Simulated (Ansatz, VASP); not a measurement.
Two plane-wave programs on ZnS

```
Zn S
1.0
     0.00000    2.67839    2.67839
     2.67839    0.00000    2.67839
     2.67839    2.67839    0.00000
Zn S
1 1
Direct
  0.00000 0.00000 0.00000
  0.25000 0.25000 0.25000
```

Alike in both runs: task single point; functional PBEsol; k mesh 6 × 6 × 6; occupations gaussian, width 0.02 eV; no spin polarisation.

|  | VASP | Ansatz |
| --- | --- | --- |
| version | VASP 6.6.1 | Ansatz 0.2.0 |
| potentials or method | VASP PAW PBE potentials, release 64 (Zn, S), cutoff 500 eV | scalar-relativistic, plane waves, PAW |
| valence electrons in the cell | 18 | 18 |

|  | VASP | Ansatz | Ansatz less VASP |
| --- | --- | --- | --- |
| gap on the k mesh at the Fermi level (eV) | 2.09 | 2.08 | -0.012 |
| least direct gap on the mesh (eV) | 2.09 | 2.08 | -0.012 |
| pressure (GPa) | 0.2 | 0.0 | -0.17 |

VASP's potentials were made for PBE, not for PBEsol, and Ansatz warns of the same on its side.
